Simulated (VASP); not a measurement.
Input of a VASP 6.6.1 run:

INCAR

```
SYSTEM = Cs2KMoP6
PREC = Accurate
ENCUT = 520
EDIFF = 1E-6
ISMEAR = -1
SIGMA = 0.1
LREAL = .FALSE.
LASPH = .TRUE.
NELM = 100
ALGO = Normal
ISIF = 2
LWAVE = .FALSE.
LCHARG = .FALSE.
GGA = PE
NBANDS = 46
```

File KPOINTS:

```
regular mesh
0
G
  4 4 4
  0 0 0
```

Contents of POSCAR:

```
Cs2KMoP6
1.0
    0.0000000000      4.7531980000      4.7531980000
    4.7531980000      0.0000000000      4.7531980000
    4.7531980000      4.7531980000      0.0000000000
Mo K Cs P
1 1 2 6
Direct
    0.0000000000      0.0000000000      0.0000000000
    0.5000000000      0.5000000000      0.5000000000
    0.2500000000      0.2500000000      0.2500000000
    0.7500000000      0.7500000000      0.7500000000
    0.7730000000      0.2270000000      0.2270000000
    0.2270000000      0.7730000000      0.2270000000
    0.2270000000      0.7730000000      0.7730000000
    0.7730000000      0.2270000000      0.7730000000
    0.2270000000      0.2270000000      0.7730000000
    0.7730000000      0.7730000000      0.2270000000
```

Potentials or basis: VASP PAW PBE potentials, release 64 (Mo_sv, K_sv, Cs_sv, P).

The run is started by

```console
$ cat potpaw_PBE.64/Mo_sv/POTCAR potpaw_PBE.64/K_sv/POTCAR potpaw_PBE.64/Cs_sv/POTCAR potpaw_PBE.64/P/POTCAR > POTCAR
$ mpirun -np 1 vasp_std > vasp.out
```

Problem. What does it give for the largest force?

Solution. 2.190 eV/Å.

Problem. Predict the pressure.

Solution. 24.5 GPa.

Problem. What does it give for the band gap on the k mesh?

Solution. Zero (an odd number of electrons rules out a gap without spin polarisation).

Forces on the atoms (eV/Å):
```
Mo   0.000  0.000  0.000
K    0.000  0.000  0.000
Cs   0.000  0.000  0.000
Cs   0.000  0.000  0.000
P    2.190  0.000  0.000
P    0.000  2.190  0.000
P   -2.190  0.000  0.000
P    0.000 -2.190  0.000
P    0.000  0.000  2.190
P    0.000  0.000 -2.190
```

Caveat: the cell stands under pressure; spin-orbit coupling is left out, which moves the levels of the heavy elements; forces of over 1 eV/Å act on the atoms, so gaps and moduli don't describe the material at rest.
